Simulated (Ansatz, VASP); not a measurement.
## Hg: VASP beside Ansatz

Contents of INCAR:

```
SYSTEM = Hg
PREC     = Accurate       ! precision mode
ENCUT    = 520            ! plane-wave cutoff, eV
EDIFF    = 1E-6           ! SCF threshold, eV
ISMEAR   = 0              ! smearing method
SIGMA    = 0.1            ! smearing width, eV
LREAL    = .False.        ! projectors in reciprocal space
LASPH    = .True.         ! aspherical terms in the spheres
NELM     = 60             ! most SCF steps
ALGO     = Fast           ! electronic algorithm
ISIF     = 2              ! what is computed and relaxed
LWAVE    = .False.        ! write WAVECAR
LCHARG   = .False.        ! write CHGCAR
GGA      = PE             ! functional
NBANDS   = 25             ! bands
```

File KPOINTS:

```
regular mesh
0
Gamma
  3 3 1
  0 0 0
```

File POSCAR:

```
Hg
1.0
    4.5400020208      0.0000000000      0.0000000000
   -2.2700010104      3.9317570832      0.0000000000
    0.0000000000      0.0000000000      3.8700000000
Hg
3
Direct
    0.3333333333      0.6666666667      0.5000000000
    0.0000000000      0.0000000000      0.0000000000
    0.6666666667      0.3333333333      0.5000000000
```

Input for Ansatz:

```yaml
crystal:
  lattice:
    - [4.5400020208, 0.0, 0.0]
    - [-2.2700010104, 3.9317570832, 0.0]
    - [0.0, 0.0, 3.87]
  atoms:
    - { symbol: Hg, position: [0.3333333333, 0.6666666667, 0.5] }
    - { symbol: Hg, position: [0.0, 0.0, 0.0] }
    - { symbol: Hg, position: [0.6666666667, 0.3333333333, 0.5] }
basis:
  ecutwfc: 420
kpoints:
  mp_grid: { grid: [3, 3, 1] }
hamiltonian:
  xc: pbe
scf:
  occupations: { method: gaussian, width: 0.1 }
output:
  forces: true
  stress: true
  eigenvalues: true
```

Alike in both runs: task single point; functional PBE; k mesh 3 × 3 × 1; occupations gaussian, width 0.1 eV; no spin polarisation.

|  | VASP | Ansatz |
| --- | --- | --- |
| version | VASP 6.6.1 | Ansatz 0.2.0 |
| potentials or method | VASP PAW PBE potentials, release 64 (Hg), cutoff 520 eV | scalar-relativistic, plane waves, PAW |
| valence electrons in the cell | 36 | 60 |

```tsv
	VASP	Ansatz	Ansatz less VASP
gap on the k mesh at the Fermi level (eV)	none	none	-
pressure (GPa)	3.0	2.2	-0.80
traceless stress, the component that is largest in VASP (GPa)	-50.13	-49.32	+0.817
```

A gap of «none» marks a metal or a gap that the smearing closes. VASP's potentials hold 36 valence electrons a cell and Ansatz's 60, so a difference there can come from the potentials and not from the codes.

The k mesh is coarse, so the values compare programs but aren't converged. Neither program's run includes spin-orbit coupling.
